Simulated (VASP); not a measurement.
Write the native input for VASP 6.6.1 that does the following.

```
Task                   : single point
Functional             : PBE
Dispersion             : D3(BJ)
Potentials or basis    : VASP PAW PBE potentials, release 64 (O, H, C)
Cutoff                 : 520 eV
k mesh                 : 1 × 1 × 1
Occupations            : fermi-dirac, width 0.002 eV
Spin                   : no spin polarisation
Dipole correction      : no
Further INCAR settings : LREAL = Auto; ALGO = Normal; EDIFF = 1e-07; NBANDS = 36
```

The structure of H10CO5 lies in POSCAR:

```
H10CO5
1.0
    6.1736310000      0.0000000000      0.0000000000
    0.0000000000      6.1736310000      0.0000000000
    0.0000000000      0.0000000000      6.1736310000
O H C
5 10 1
Direct
    0.2784908913      0.6378580126      1.0072030544
    1.1587508227      0.2784746934      0.7505793592
   -0.1337300529      0.8473943454      0.0537609067
    0.3574719642      0.8151766764      0.5123565046
    0.7519075889      0.3110163209      0.4644592461
    0.3696366045      0.5445903715      1.0838192305
    0.2102652394      0.5214435395      0.9020299399
    1.0412510887      0.2787176623      0.6419236913
    1.1680970243      0.1599868862      0.8524804932
   -0.0866426905      0.8588462770      0.2091799785
   -0.0299013660      0.7680083244     -0.0379193379
    0.3455178970      0.8329296001      0.3621855598
    0.4410370493      0.6715820884      0.5178961943
    0.6291921237      0.2073820091      0.7690935853
    0.4883511826      0.1338272404      0.5251852597
    0.6188902447      0.2181536279      0.5850527834
```

One way to write it, as run:

INCAR

```
SYSTEM = H10CO5
PREC = Accurate ; ENCUT = 520
EDIFF = 1E-7 ; ISMEAR = -1
SIGMA = 0.002 ; LREAL = Auto
LASPH = .TRUE. ; NELM = 60
ALGO = Normal ; ISIF = 2
LWAVE = .FALSE. ; LCHARG = .FALSE.
GGA = PE ; IVDW = 12
NBANDS = 36
```

KPOINTS

```
regular mesh
0
G
  1 1 1
  0 0 0
```

Potentials or basis: VASP PAW PBE potentials, release 64 (O, H, C).

Launch:

```console
$ cat potpaw_PBE.64/O/POTCAR potpaw_PBE.64/H/POTCAR potpaw_PBE.64/C/POTCAR > POTCAR
$ mpirun -np 1 vasp_gam > vasp.out
```

It gave:

* Pressure: -1.0 GPa
* Largest force: 3.324 eV/Å
* Dispersion energy per atom: -0.025 eV

Caveat: the k points lie up to 1.02 Å⁻¹ apart, too coarse for converged energies, forces and pressures; the atoms stand as in a frame of molecular dynamics.

It took 22 s on 1 thread of Intel(R) Xeon(R) Platinum 8259CL CPU @ 2.50GHz (Skylake/Cascade Lake), with other jobs on the host, peak memory 0.31 GiB.
